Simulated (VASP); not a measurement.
A run of VASP 6.6.1 is set up as follows.

Contents of INCAR:

```
PREC     = Accurate       # precision mode
ENCUT    = 520            # plane-wave cutoff, eV
EDIFF    = 1E-6           # SCF threshold, eV
ISMEAR   = -1             # smearing method
SIGMA    = 0.08           # smearing width, eV
LREAL    = F              # projectors in reciprocal space
LASPH    = T              # aspherical terms in the spheres
NELM     = 150            # most SCF steps
ALGO     = Normal         # electronic algorithm
ISIF     = 2              # what is computed and relaxed
LWAVE    = F              # write WAVECAR
LCHARG   = T              # write CHGCAR
ISPIN    = 2              # spin polarisation
MAGMOM   = 1 1            # initial moments
LORBIT   = 11             # projections on sites
LMAXMIX  = 4              # l up to which the mixer works
GGA      = PS             # functional
LELF     = T              # ELF
LVHAR    = T            
NBANDS   = 21             # bands
```

The input KPOINTS:

```
regular mesh
0
Gamma
  14 14 14
```

File POSCAR:

```
Ni
1.0
    0.0000000000      2.1125664118      2.1125664118
    2.1125664118      0.0000000000      2.1125664118
    2.1125664118      2.1125664118      0.0000000000
Ni
2
Direct
   -0.1250000000     -0.1250000000     -0.1250000000
    0.1250000000      0.1250000000      0.1250000000
```

Potentials or basis: VASP PAW PBE potentials, release 64 (Ni).

Run with:

```bash
$ cat potpaw_PBE.64/Ni/POTCAR > POTCAR
$ mpirun -np 1 vasp_std > vasp.out
```

Q: Predict the pressure.

A: 167.4 GPa.

Q: Predict the site moments.

A: Ni +0.66 μB.

Caveat: the cell stands under pressure; the PAW data sets were made with another functional, which shifts forces and pressure a little.
